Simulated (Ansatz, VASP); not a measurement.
## SnS3: VASP beside Ansatz

```
Sn S
1.0
    -4.90024    4.90024    2.60102
     4.90024   -4.90024    2.60102
     4.90024    4.90024   -2.60102
Sn S
2 6
Direct
  0.00000 0.00000 0.00000
  0.75000 0.25000 0.50000
  0.50000 0.50000 0.00000
  0.87500 0.62500 0.75000
  0.87500 0.12500 0.25000
  0.87500 0.12500 0.75000
  0.37500 0.12500 0.25000
  0.25000 0.75000 0.50000
```

Alike in both runs: task single point; functional PBE; k mesh 8 × 8 × 8; occupations gaussian, width 0.1 eV; no spin polarisation.

|  | VASP | Ansatz |
| --- | --- | --- |
| version | VASP 6.6.1 | Ansatz 0.2.0 |
| potentials or method | VASP PAW PBE potentials, release 64 (Sn_d, S), cutoff 520 eV | scalar-relativistic, plane waves, PAW |
| valence electrons in the cell | 64 | 64 |

|  | VASP | Ansatz | Ansatz less VASP |
| --- | --- | --- | --- |
| gap on the k mesh at the Fermi level (eV) | none | none | - |
| pressure (GPa) | -0.1 | 0.0 | +0.07 |

A gap of «none» marks a metal or a gap that the smearing closes. With one functional, cell and mesh, what is left measures potentials, basis and numerics.
